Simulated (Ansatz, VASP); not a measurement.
Tl in VASP and in Ansatz

```
Tl
1.0
     3.55340    0.00000    0.00000
    -1.77670    3.07734    0.00000
     0.00000    0.00000    5.22626
Tl
2
Direct
  0.33333 0.66667 0.25000
  0.66667 0.33333 0.75000
```

Alike in both runs: task single point; functional PBEsol; k mesh 18 × 18 × 10; occupations gaussian, width 0.15 eV; no spin polarisation.

|  | VASP | Ansatz |
| --- | --- | --- |
| version | VASP 6.6.1 | Ansatz 0.2.0 |
| potentials or method | VASP PAW PBE potentials, release 64 (Tl_d), cutoff 520 eV | scalar-relativistic, plane waves, PAW |
| valence electrons in the cell | 26 | 26 |

```tsv
	VASP	Ansatz	Ansatz less VASP
gap on the k mesh at the Fermi level (eV)	none	none	-
pressure (GPa)	0.4	0.4	+0.05
traceless stress, the component that is largest in VASP (GPa)	1.24	1.24	-0.001
```

VASP's potentials were made for PBE, not for PBEsol. A gap of «none» marks a metal or a gap that the smearing closes.

Neither program's run includes spin-orbit coupling.
